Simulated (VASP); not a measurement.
# C (P6_3/mmc) in VASP: notebook, part 2 of 2

VASP 6.6.1. Earlier steps stand in the parts before.

## 4. Single point, LDA (strained cell)

Contents of INCAR:

```
SYSTEM = C
ALGO     = Normal         ! electronic algorithm
EDIFF    = 1E-6           ! SCF threshold, eV
ENCUT    = 910            ! plane-wave cutoff, eV
GGA      = CA             ! functional
GGA_COMPAT= .FALSE.      
ISIF     = 2              ! what is computed and relaxed
ISMEAR   = 0              ! smearing method
LASPH    = .TRUE.         ! aspherical terms in the spheres
LCHARG   = .FALSE.        ! write CHGCAR
LREAL    = .FALSE.        ! projectors in reciprocal space
LWAVE    = .FALSE.        ! write WAVECAR
NBANDS   = 16             ! bands
NELM     = 120            ! most SCF steps
PREC     = Accurate       ! precision mode
SIGMA    = 0.02           ! smearing width, eV
```

Contents of KPOINTS:

```
k-points
0
G
  9 9 6
  0 0 0
```

Contents of POSCAR:

```
C
1.0
    2.4834374100      0.0000000000      0.0000000000
   -1.2417187050      2.1507198858      0.0000000000
    0.0000000000      0.0000000000      4.0945232323
C
4
Direct
    0.3333333333      0.6666666667     -0.0002355119
    0.6666666667      0.3333333333      0.4997644881
    0.3333333333      0.6666666667      0.3742355119
    0.6666666667      0.3333333333      0.8742355119
```

Potentials or basis: VASP PAW LDA potentials, release 64 (C_h).

Launch:

```console
> cat potpaw_LDA.64/C_h/POTCAR > POTCAR
> mpirun -np 1 vasp_std > vasp.out
```

OUTCAR:

```text
SYSTEM = C
   EDIFF = 1E-6
   ENCUT = 910
   GGA = CA
   ISIF = 2
   ISMEAR = 0
   LASPH = .TRUE.
   LREAL = .FALSE.
   NELM = 120
   PREC = Accurate

 ion  position               nearest neighbor table
   1  0.333  0.667  1.000-   4 1.52   4 1.52   4 1.52
   2  0.667  0.333  0.500-   3 1.52   3 1.52   3 1.52
   3  0.333  0.667  0.374-   2 1.52   2 1.52   2 1.52
   4  0.667  0.333  0.874-   1 1.52   1 1.52   1 1.52

  LATTYP: Found a hexagonal cell.
 ALAT       =     2.4834374100
 C/A-ratio  =     1.6487322031

  Lattice vectors:

 A1 = (   2.4834374100,   0.0000000000,   0.0000000000)
 A2 = (  -1.2417187050,   2.1507198858,   0.0000000000)
 A3 = (   0.0000000000,   0.0000000000,   4.0945232323)

Analysis of symmetry for initial positions (statically):
=====================================================================
 Subroutine PRICEL returns:
 Original cell was already a primitive cell.

 Routine SETGRP: Setting up the symmetry group for a
 hexagonal supercell.

 Subroutine GETGRP returns: Found 24 space group operations
 (whereof  6 operations were pure point group operations)
 out of a pool of 24 trial point group operations.

The static configuration has the point symmetry C_3v.
 The point group associated with its full space group is D_6h.

Analysis of symmetry for dynamics (positions and initial velocities):
=====================================================================
 Subroutine PRICEL returns:
 Original cell was already a primitive cell.

 Routine SETGRP: Setting up the symmetry group for a
 hexagonal supercell.

 Subroutine GETGRP returns: Found 24 space group operations
 (whereof  6 operations were pure point group operations)
 out of a pool of 24 trial point group operations.

The dynamic configuration has the point symmetry C_3v.
 The point group associated with its full space group is D_6h.

 Subroutine INISYM returns: Found 24 space group operations
 (whereof  6 operations are pure point group operations),
 and found     1 'primitive' translations

----------------------------------------------------------------------------------------

                                     Primitive cell

  volume of cell :      21.8696

  direct lattice vectors                    reciprocal lattice vectors
     2.483437410  0.000000000  0.000000000     0.402667688  0.232480298  0.000000000
    -1.241718705  2.150719886  0.000000000     0.000000000  0.464960596  0.000000000
     0.000000000  0.000000000  4.094523232     0.000000000  0.000000000  0.244228679

  length of vectors
     2.483437410  2.483437410  4.094523232     0.464960596  0.464960596  0.244228679

  position of ions in fractional coordinates (direct lattice)
     0.333333333  0.666666667  0.999764488
     0.666666667  0.333333333  0.499764488
     0.333333333  0.666666667  0.374235512
     0.666666667  0.333333333  0.874235512

  ion indices of the primitive-cell ions
   primitive index   ion index
                 1           1
                 2           2
                 3           3
                 4           4

----------------------------------------------------------------------------------------

[... 25 lines left out ...]
            Coordinates               Weight
  0.000000  0.000000  0.000000      1.000000
  0.111111  0.000000  0.000000      6.000000
  0.222222  0.000000  0.000000      6.000000
  0.333333  0.000000  0.000000      6.000000
  0.444444  0.000000  0.000000      6.000000
  0.111111  0.111111  0.000000      6.000000
[... 16 lines left out ...]
  0.333333  0.222222  0.166667     24.000000
  0.333333  0.333333  0.166667      4.000000
 [... further k-points ...]
   k-points           NKPTS =     48   k-points in BZ     NKDIM =     48   number of bands    NBANDS=     16
   number of dos      NEDOS =    301   number of ions     NIONS =      4
   total plane-waves  NPLWV =  23040
   dimension x,y,z NGX =    24 NGY =   24 NGZ =   40
   dimension x,y,z NGXF=    48 NGYF=   48 NGZF=   80
   ions per type =               4
   NGX,Y,Z   is equivalent  to a cutoff of  16.07, 16.07, 16.24 a.u.
   NGXF,Y,Z  is equivalent  to a cutoff of  32.13, 32.13, 32.48 a.u.
 SYSTEM =  C
   PREC   = accura    normal or accurate (medium, high low for compatibility)
   ISTART =      0    job   : 0-new  1-cont  2-samecut
   ICHARG =      2    charge: 1-file 2-atom 10-const
   ISPIN  =      1    spin polarized calculation?
   LNONCOLLINEAR =      F non collinear calculations
   LSORBIT =      F    spin-orbit coupling
   LASPH  =      T    aspherical Exc in radial PAW
   ENCUT  =  910.0 eV  66.88 Ry    8.18 a.u.   6.11  6.11 10.07*2*pi/ulx,y,z
   NELM   =    120;   NELMIN=  2; NELMDL= -5     # of ELM steps
   EDIFF  = 0.1E-05   stopping-criterion for ELM
   LREAL  =      F    real-space projection
   EDIFFG = 0.1E-04   stopping-criterion for IOM
   NSW    =      0    number of steps for IOM
   IBRION =     -1    ionic relax: 0-MD 1-quasi-New 2-CG
   NFREE  =      0    steps in history (QN), initial steepest desc. (CG)
   ISIF   =      2    stress and relaxation
   ISYM   =      2    0-nonsym 1-usesym 2-fastsym
   POTIM  = 0.5000    time-step for ionic-motion
   TEBEG  =    0.0;   TEEND  =   0.0 temperature during run
   PSTRESS=    0.0 pullay stress
   NELECT =      16.0000    total number of electrons
   NUPDOWN=      -1.0000    fix difference up-down
   EMIN   =  10.00;   EMAX   =-10.00  energy-range for DOS
   EFERMI =   0.00;   METHOD = LEGACY
   ISMEAR =     0;   SIGMA  =   0.02  broadening in eV -4-tet -1-fermi 0-gaus
   EFERMI_NEDOS =   21; number of points for ismear=-14 and -15
   IALGO  =     38    algorithm
   IMIX   =      4    mixing-type and parameters
     AMIX     =   0.40;   BMIX     =  1.00
     AMIX_MAG =   1.60;   BMIX_MAG =  1.00
  volume/ion in A,a.u.               =       5.47        36.90
  Fermi-wavevector in a.u.,A,eV,Ry     =   1.475145  2.787620 29.606992  2.176053
  Thomas-Fermi vector in A             =   2.589830
   LORBIT       =      0    0 simple, 1 ext, 2 COOP (PROOUT), +10 PAW based schemes
   GGA     = CA    functional components
   LHFCALC =     F    Hartree Fock is set to
   AEXX    =    0.0000 exact exchange contribution
   IVDW    =     0    specifies the selected vdW correction
   LEPSILON=     F    determine dielectric tensor
   LRPA    =     F    only Hartree local field effects (RPA)
 non-spin polarized calculation
 Gauss-broadening in eV      SIGMA  =   0.02
  energy-cutoff  :      910.00
  volume of cell :       21.87
 maximum number of plane-waves:      1386
   NGX = 13   NGY = 13   NGZ = 21

 number of electron      16.0000000 magnetization

 Free energy of the ion-electron system (eV)
  ---------------------------------------------------
  ext. energy  EPLUGINS =         0.00000000
  ---------------------------------------------------
  free energy    TOTEN  =       -40.42100290 eV

  energy without entropy =      -40.42100290  energy(sigma->0) =      -40.42100290

 E-fermi :  11.9772     XC(G=0): -13.8262

 val. band max:       11.7713466598   @ k =   0.0000   0.0000   0.0000
 cond. band min:      14.7687834724   @ k =   0.3333   0.3333   0.0000
 fundamental gap:      2.9974368126
 Fermi energy:        11.9772045055

 k-point     1 :       0.0000    0.0000    0.0000
  band No.  band energies     occupation
      1     -10.3825      2.00000
      2      -4.3963      2.00000
      3      -2.3642      2.00000
      4       8.4782      2.00000
      5       8.4782      2.00000
      6      11.2493      2.00000
[... 433 lines left out ...]
      3       0.3432      2.00000
      4       1.2068      2.00000
      5       1.2068      2.00000
      6       4.0600      2.00000
[... 8 lines left out ...]
     15      27.6630      0.00000
     16      27.6630      0.00000

 [... further k-points ...]

------------------------ aborting loop because EDIFF is reached ----------------------------------------

  FORCE on cell =-STRESS in cart. coord.  units (eV):
  Direction    XX          YY          ZZ          XY          YZ          ZX
  --------------------------------------------------------------------------------------
  -------------------------------------------------------------------------------------
  Total        0.1082365      0.1082365      2.0687922      0.0000000     -0.0000000      0.0000000
  in kB        7.9294651      7.9294651    151.5608552      0.0000000     -0.0000000      0.0000000
  external PRESSURE =      55.8065951 kB  Pullay stress =       0.0000000 kB

 VOLUME and BASIS-vectors are now :
 -----------------------------------------------------------------------------
  energy-cutoff  :      910.00
  volume of cell :       21.87
      direct lattice vectors                 reciprocal lattice vectors
     2.483437410  0.000000000  0.000000000     0.402667688  0.232480298  0.000000000
    -1.241718705  2.150719886  0.000000000     0.000000000  0.464960596  0.000000000
     0.000000000  0.000000000  4.094523232     0.000000000  0.000000000  0.244228679

 POSITION                                       TOTAL-FORCE (eV/Angst)
 -----------------------------------------------------------------------------------
     -0.00000      1.43381      4.09356        -0.000000      0.000000      0.000190
      1.24172      0.71691      2.04630         0.000000     -0.000000      0.000190
     -0.00000      1.43381      1.53232        -0.000000      0.000000     -0.000190
      1.24172      0.71691      3.57958         0.000000     -0.000000     -0.000190
 -----------------------------------------------------------------------------------
    total drift:                               -0.000000      0.000000      0.000001

  FREE ENERGIE OF THE ION-ELECTRON SYSTEM (eV)
  ---------------------------------------------------
  free  energy   TOTEN  =       -40.4210029044 eV

  energy  without entropy=      -40.4210029044  energy(sigma->0) =      -40.42100290
```

Wall time 11 s (1 thread of Intel Xeon 6975P-C (Granite Rapids), shared host); peak memory 0.14 GiB.

What came out:

```yaml
Free_energy: -40.4210 eV
Pressure: 5.6 GPa
Band_gap_on_the_k_mesh: 3.00 eV, indirect (least direct gap 4.86 eV)
```

Caveat: the cell differs from its parent crystal (strained cell); the cutoff is under 1.25 times the usual one of these potentials, so pressure, stress and relaxed cells hold a basis-set (Pulay) error. A k mesh can miss the band edges.

## 5. Single point, LDA (strained cell)

Contents of INCAR:

```
SYSTEM = C
PREC = Accurate ; ENCUT = 910
EDIFF = 1E-6 ; ISMEAR = 0
SIGMA = 0.02 ; LREAL = .FALSE.
LASPH = .TRUE. ; NELM = 120
ALGO = Normal ; ISIF = 2
LWAVE = .FALSE. ; LCHARG = .FALSE.
GGA = CA ; NBANDS = 16
GGA_COMPAT = .FALSE.
```

Contents of KPOINTS:

```
regular mesh
0
G
  9 9 6
  0 0 0
```

Contents of POSCAR:

```
C
1.0
    2.4892434776      0.0000000000      0.0000000000
   -1.2446217388      2.1557480878      0.0000000000
    0.0000000000      0.0000000000      4.0945232323
C
4
Direct
    0.3333333333      0.6666666667     -0.0002685395
    0.6666666667      0.3333333333      0.4997314605
    0.3333333333      0.6666666667      0.3742685395
    0.6666666667      0.3333333333      0.8742685395
```

Launch:

```console
> cat potpaw_LDA.64/C_h/POTCAR > POTCAR
> mpirun -np 1 vasp_std > vasp.out
```

Run time: 19 s. Hardware: 1 thread of Intel Xeon Platinum 8375C at 2.90GHz (Ice Lake), shared host; peak memory 0.14 GiB.

The run converged. Its results:

| Item | Value |
| --- | --- |
| Free energy | -40.4208 eV |
| Pressure | 3.4 GPa |
| Band gap on the k mesh | 3.02 eV, indirect (least direct gap 4.82 eV) |

Stress tensor (GPa, compression positive):
```
-2.44  0.00  0.00
 0.00 -2.44  0.00
 0.00  0.00 14.98
```

Levels at points of the mesh, in eV from the valence-band top:
```tsv
k point	band 5	band 6	band 7	band 8	band 9	band 10	band 11	band 12
(0.00, 0.00, 0.00)	-3.30	-0.51	0.00	0.00	4.82	4.82	5.69	8.37
(0.00, 0.00, 0.50)	-1.99	-1.99	-1.99	-1.99	7.23	7.23	7.23	7.23
```

Caveat: the cell differs from its parent crystal (strained cell); the cutoff is under 1.25 times the usual one of these potentials, so pressure, stress and relaxed cells hold a basis-set (Pulay) error. A k mesh can miss the band edges.

## 6. Overview

```tsv
cell	smearing	gap on the mesh (eV)	pressure (GPa)
a = 2.483, b = 2.483, c = 4.095 Å, angles 90.0, 90.0, 120.0°, 4 atoms	gaussian 0.01 eV	3.00	5.6
a = 2.483, b = 2.483, c = 4.095 Å, angles 90.0, 90.0, 120.0°, 4 atoms	gaussian 0.02 eV	3.00	5.6
a = 2.489, b = 2.489, c = 4.095 Å, angles 90.0, 90.0, 120.0°, 4 atoms	gaussian 0.02 eV	3.02	3.4
```

Alike in all rows: task single point; level LDA; potentials or basis VASP PAW LDA potentials, release 64 (C_h); no spin polarisation; k mesh 9 × 9 × 6; cutoff (eV) 910.

Caveats: the cutoff is under 1.25 times the usual one of these potentials, so pressure, stress and relaxed cells hold a basis-set (Pulay) error.

Total energies depend on the potentials used, so only differences within one code and one set of settings carry meaning.
